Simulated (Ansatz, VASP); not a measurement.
**Two plane-wave programs on MgCd3O**

```xyz
5
Lattice="5.3758 0.0000 0.0000 0.0000 5.3758 0.0000 0.0000 0.0000 5.3758" Properties=species:S:1:pos:R:3 pbc="T T T"
Mg    2.6879    2.6879    2.6879
Cd    2.6879    0.0000    2.6879
Cd    2.6879    2.6879    0.0000
Cd    0.0000    2.6879    2.6879
O     0.0000    0.0000    0.0000
```

Change from the starting cell: species swapped into the CsHgBr3 type (Pm-3m, No. 221).

Alike in both runs: functional PBE; k mesh 4 × 4 × 4; occupations gaussian, width 0.1 eV; no spin polarisation.

Ansatz relaxed the structure, and its values are those at the end. VASP's run is a single point on that final structure, the one shown.

```csv
,VASP,Ansatz
version,VASP 6.6.1,Ansatz 0.2.0
potentials or method,"VASP PAW PBE potentials, release 64 (Mg, Cd, O), cutoff 600 eV","scalar-relativistic, plane waves, PAW"
valence electrons in the cell,44,76
```

```tsv
	VASP	Ansatz	Ansatz less VASP
gap on the k mesh at the Fermi level (eV)	none	none	-
pressure (GPa)	0.0	0.1	+0.03
```

A gap of «none» marks a metal or a gap that the smearing closes. VASP's potentials hold 44 valence electrons a cell and Ansatz's 76, so a difference there can come from the potentials and not from the codes.
